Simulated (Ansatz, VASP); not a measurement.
# Two plane-wave programs on TePt

INCAR

```
  ALGO = Normal
  EDIFF = 1E-7
  ENCUT = 520
  GGA = PS
  ISIF = 2
  ISMEAR = 0
  LASPH = T
  LCHARG = T
  LELF = T
  LREAL = F
  LVHAR = T
  LWAVE = F
  NBANDS = 24
  NELM = 100
  PREC = Accurate
  SIGMA = 0.1
```

KPOINTS

```
k-points
0
Gamma
  12 12 10
```

The input POSCAR:

```
TePt
1.0
    4.2231471745      0.0000000000      0.0000000000
   -2.1115735872      3.6573527370      0.0000000000
    0.0000000000      0.0000000000      5.4862327676
Te Pt
2 2
Direct
    0.3333333333      0.6666666667      0.2500000000
    0.6666666667      0.3333333333      0.7500000000
    0.0000000000      0.0000000000      0.0000000000
    0.0000000000      0.0000000000      0.5000000000
```

Input for Ansatz:

```yaml
crystal:
  lattice:
    - [4.2231471745, 0.0, 0.0]
    - [-2.1115735872, 3.657352737, 0.0]
    - [0.0, 0.0, 5.4862327676]
  atoms:
    - { symbol: Te, position: [0.3333333333, 0.6666666667, 0.25] }
    - { symbol: Te, position: [0.6666666667, 0.3333333333, 0.75] }
    - { symbol: Pt, position: [0.0, 0.0, 0.0] }
    - { symbol: Pt, position: [0.0, 0.0, 0.5] }
basis:
  ecutwfc: 420
kpoints:
  mp_grid: { grid: [12, 12, 10] }
hamiltonian:
  xc: pbesol
scf:
  occupations: { method: gaussian, width: 0.1 }
output:
  forces: true
  stress: true
  eigenvalues: true
```

Change from the starting cell: strain along c alone, the other axes held, atoms relaxed: -1.0 %.

Alike in both runs: task single point; functional PBEsol; k mesh 12 × 12 × 10; occupations gaussian, width 0.1 eV; no spin polarisation.

```csv
,VASP,Ansatz
version,VASP 6.6.1,Ansatz 0.2.0
potentials or method,"VASP PAW PBE potentials, release 64 (Te, Pt), cutoff 520 eV","scalar-relativistic, plane waves, PAW"
valence electrons in the cell,32,68
```

|  | VASP | Ansatz | Ansatz less VASP |
| --- | --- | --- | --- |
| gap on the k mesh at the Fermi level (eV) | none | none | - |
| pressure (GPa) | 1.4 | 1.5 | +0.13 |
| traceless stress, the component that is largest in VASP (GPa) | 0.78 | 0.78 | +0.003 |

VASP's potentials were made for PBE, not for PBEsol. A gap of «none» marks a metal or a gap that the smearing closes. With one functional, cell and mesh, what is left measures potentials, basis and numerics. VASP's potentials hold 32 valence electrons a cell and Ansatz's 68, so a difference there can come from the potentials and not from the codes.

Spin-orbit coupling is off throughout.
